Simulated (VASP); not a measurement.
A run of VASP 6.6.1:

File POSCAR:

```
Sn
1.0
   -1.8946518192      1.8946518192      1.9230715965
    1.8946518192     -1.8946518192      1.9230715965
    1.8946518192      1.8946518192     -1.9230715965
Sn
1
Direct
    0.0000000000      0.0000000000      0.0000000000
```

The input INCAR.step1:

```
  PREC = Accurate
  ENCUT = 520
  ISMEAR = 0
  SIGMA = 0.15
  LREAL = False
  LASPH = True
  NELM = 80
  NBANDS = 13
  GGA = PE
  ALGO = Normal
  EDIFF = 1E-4
  LWAVE = True
  LCHARG = False
```

INCAR.step2

```
  PREC = Accurate
  ENCUT = 520
  EDIFF = 1E-7
  ISMEAR = 0
  SIGMA = 0.15
  LREAL = False
  LASPH = True
  NELM = 80
  ALGO = Normal
  ISIF = 2
  LWAVE = False
  LCHARG = True
  METAGGA = R2SCAN
  LMIXTAU = True
  LELF = True
  LVHAR = True
  NBANDS = 13
  ISTART = 1
```

The input KPOINTS:

```
Automatic mesh
0
Gamma
  18 18 18
```

Potentials or basis: VASP PAW PBE potentials, release 64 (Sn_d).

Run with:

```sh
$ cat potpaw_PBE.64/Sn_d/POTCAR > POTCAR
$ cp INCAR.step1 INCAR
$ mpirun -np 1 vasp_std > vasp.out
$ cp INCAR.step2 INCAR
$ mpirun -np 1 vasp_std > vasp.out
```

Hardware: 1 thread of Intel(R) Xeon(R) 6975P-C (Granite Rapids), on a shared host.

Q: How long does it take, and how much memory?

A: It took 5.9 min on 1 thread of Intel(R) Xeon(R) 6975P-C (Granite Rapids), on a shared host, peak memory 0.29 GiB. Counts: k points 480.
